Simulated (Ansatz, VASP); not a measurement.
# Ag: VASP beside Ansatz

INCAR

```
SYSTEM = Ag
PREC = Accurate ; ENCUT = 520
EDIFF = 1E-6 ; ISMEAR = 0
SIGMA = 0.15 ; LREAL = .False.
LASPH = .True. ; NELM = 100
ALGO = Fast ; ISIF = 2
LWAVE = .False. ; LCHARG = .True.
GGA = PS ; LELF = .True.
LVHAR = .True. ; NBANDS = 12
```

The input KPOINTS:

```
regular mesh
0
Gamma
  22 22 22
  0 0 0
```

Contents of POSCAR:

```
Ag
1.0
   -1.4541613943      1.6618987364      1.6618987364
    1.6618987364     -1.4541613943      1.6618987364
    1.6618987364      1.6618987364     -1.4541613943
Ag
1
Direct
    0.0000000000      0.0000000000      0.0000000000
```

Input for Ansatz:

```yaml
crystal:
  lattice:
    - [-1.4541613943, 1.6618987364, 1.6618987364]
    - [1.6618987364, -1.4541613943, 1.6618987364]
    - [1.6618987364, 1.6618987364, -1.4541613943]
  atoms:
    - { symbol: Ag, position: [0.0, 0.0, 0.0] }
basis:
  ecutwfc: 420
kpoints:
  mp_grid: { grid: [22, 22, 22] }
hamiltonian:
  xc: pbesol
scf:
  occupations: { method: gaussian, width: 0.15 }
output:
  forces: true
  stress: true
  eigenvalues: true
```

Alike in both runs: task single point; functional PBEsol; k mesh 22 × 22 × 22; occupations gaussian, width 0.15 eV; no spin polarisation.

```csv
,VASP,Ansatz
version,VASP 6.6.1,Ansatz 0.2.0
potentials or method,"VASP PAW PBE potentials, release 64 (Ag), cutoff 520 eV","scalar-relativistic, plane waves, PAW"
valence electrons in the cell,11,19
```

```tsv
	VASP	Ansatz	Ansatz less VASP
gap on the k mesh at the Fermi level (eV)	none	none	-
pressure (GPa)	-4.5	-4.4	+0.07
traceless stress, the component that is largest in VASP (GPa)	-3.00	-3.03	-0.027
```

VASP's potentials were made for PBE, not for PBEsol. A gap of «none» marks a metal or a gap that the smearing closes. With one functional, cell and mesh, what is left measures potentials, basis and numerics. VASP's potentials hold 11 valence electrons a cell and Ansatz's 19, so a difference there can come from the potentials and not from the codes.
